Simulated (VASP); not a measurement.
Li, 1 atom in the cell. It takes space group Im-3m (No. 229, cubic). Conventional cell: a = 3.431 Å, b = 3.431 Å, c = 3.431 Å, α = 90.00°, β = 90.00°, γ = 90.00°. Within 3.9 Å of Li (site symmetry m-3m) lie 14 Li at 2.97 to 3.43 Å. 

| Property | Result |
| --- | --- |
| Program | VASP 6.6.1 |
| Task | single point |
| Functional | PBE |
| Potentials or basis | VASP PAW PBE potentials, release 64 (Li_sv) |
| Cutoff | 520 eV |
| k mesh | 13 × 13 × 13 |
| Occupations | methfessel-paxton, width 1 eV |
| Spin | no spin polarisation |
| Dipole correction | no |
| Further INCAR settings | ALGO = Normal; EDIFF = 1e-07; NBANDS = 8 |

Potentials or basis: VASP PAW PBE potentials, release 64 (Li_sv).

Command:

```bash
$ cat potpaw_PBE.64/Li_sv/POTCAR > POTCAR
$ mpirun -np 1 vasp_std > vasp.out
```

Hardware: 1 thread of Intel(R) Xeon(R) Platinum 8488C (Sapphire Rapids), on a shared host.

How long does it take, and how much memory?

Run time: 4.8 s on 1 thread of Intel(R) Xeon(R) Platinum 8488C (Sapphire Rapids), on a shared host, peak memory 0.13 GiB. Counts: scf iterations 11, k points 84.
